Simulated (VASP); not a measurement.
## SiW16: single point with PBE

SiW16, a slab with vacuum:

```
CELL_PARAMETERS angstrom
6.36740 0.00000 0.00000
0.00000 6.36740 0.00000
0.00000 0.00000 20.14258
ATOMIC_POSITIONS crystal
W 0.25000 0.25000 0.19858
W 0.25000 0.75000 0.19858
W 0.75000 0.25000 0.19858
W 0.75000 0.75000 0.19858
W 0.00000 0.00000 0.27761
W 0.00000 0.50000 0.27761
W 0.50000 0.00000 0.27761
W 0.50000 0.50000 0.27761
W 0.25000 0.25000 0.35995
W 0.25000 0.75000 0.35995
W 0.75000 0.25000 0.35995
W 0.75000 0.75000 0.35995
W 0.00000 0.00000 0.42907
W 0.00000 0.50000 0.42907
W 0.50000 0.00000 0.42907
W 0.50000 0.50000 0.42907
Si 0.12500 0.25000 0.50861
```

```yaml
Program: VASP 6.6.1
Task: single point
Functional: PBE
Potentials_or_basis: VASP PAW PBE potentials, release 64 (W_sv, Si)
Cutoff: 520 eV
k_mesh: 4 × 4 × 1
Occupations: gaussian, width 0.1 eV
Spin: no spin polarisation
```

The largest force is 2.191 eV/Å and the band gap on the k mesh is zero (bands 114 and 115 overlap by 0.22 eV).

Forces in eV/Å, atoms in the order of the input:
```
W    0.056  0.000  2.152
W    0.002  0.000  2.087
W   -0.063  0.000  2.171
W   -0.013  0.000  2.031
W   -0.005  0.001 -2.139
W   -0.005 -0.001 -2.139
W    0.109 -0.002 -2.189
W    0.109  0.002 -2.189
W    0.192  0.000 -0.146
W    0.557  0.000 -0.307
W   -0.446  0.000 -0.459
W   -0.717  0.000 -0.533
W   -0.785 -0.803  0.396
W   -0.785  0.803  0.396
W   -0.127  0.187  0.426
W   -0.127 -0.187  0.426
Si   2.048  0.000  0.016
```

Levels at points of the mesh, in eV from the Fermi level:
```
           k point  band 113  band 114  band 115  band 116  band 117  band 118
(0.00, 0.00, 0.00)      0.04      0.14      0.52      0.66      0.84      0.86
(0.50, 0.00, 0.00)     -0.13     -0.09     -0.06     -0.02      0.38      0.57
(0.00, 0.50, 0.00)     -0.13     -0.10     -0.03      0.00      0.29      0.73
(0.50, 0.50, 0.00)     -0.10     -0.04     -0.04     -0.02      0.00      0.21
```

It took 61 min on 1 thread of Oxide Virtual Turin-like Processor (shared host), peak memory 1 GiB.

Caveat: spin-orbit coupling is left out, which moves the levels of the heavy elements.
